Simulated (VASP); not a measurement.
BN, 4 atoms in the cell. Symmetry: P6_3mc, No. 186, hexagonal system. The conventional cell has a = 2.536 Å, b = 2.536 Å, c = 4.199 Å, α = 90.00°, β = 90.00°, γ = 120.00°. Within 2.1 Å of B (site symmetry 3m) lie 4 N at 1.56 to 1.57 Å. Within 2.1 Å of N (site symmetry 3m) lie 4 B at 1.56 to 1.57 Å. 

```yaml
Program: VASP 6.6.1
Task: single point
Functional: PBE
Potentials_or_basis: VASP PAW PBE potentials, release 64 (B, N)
Cutoff: 520 eV
k_mesh: 12 × 12 × 6
Occupations: fermi-dirac, width 0.05 eV
Spin: no spin polarisation
Dipole_correction: no
Further_INCAR_settings: ALGO = Normal; EDIFF = 1e-06; NBANDS = 16
```

Potentials or basis: VASP PAW PBE potentials, release 64 (B, N).

Command:

```bash
$ cat potpaw_PBE.64/B/POTCAR potpaw_PBE.64/N/POTCAR > POTCAR
$ mpirun -np 1 vasp_std > vasp.out
```

Hardware: 1 thread of AMD EPYC 9R45 96-Core Processor (Zen 5), on a shared host.

Estimate the wall time of this run.

It took 13 s on 1 thread of AMD EPYC 9R45 96-Core Processor (Zen 5), with other jobs on the host, peak memory 0.11 GiB. Counts: scf iterations 13, k points 76.
